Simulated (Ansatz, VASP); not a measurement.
**One calculation of C, two programs**

```
C
1.0
     0.00000    1.78580    1.78580
     1.78580    0.00000    1.78580
     1.78580    1.78580    0.00000
C
2
Direct
  0.00000 0.00000 0.00000
  0.25000 0.25000 0.25000
```

Alike in both runs: functional PBE; k mesh 12 × 12 × 12; occupations gaussian, width 0.02 eV; no spin polarisation.

Ansatz relaxed the structure, and its values are those at the end. VASP's run is a single point on that final structure, the one shown.

|  | VASP | Ansatz |
| --- | --- | --- |
| version | VASP 6.6.1 | Ansatz 0.2.0 |
| potentials or method | VASP PAW PBE potentials, release 64 (C), cutoff 600 eV | scalar-relativistic, plane waves, PAW |
| valence electrons in the cell | 8 | 8 |

```tsv
	VASP	Ansatz	Ansatz less VASP
gap on the k mesh at the Fermi level (eV)	4.14	4.15	+0.007
least direct gap on the mesh (eV)	5.58	5.58	+0.004
pressure (GPa)	0.0	0.0	+0.01
```
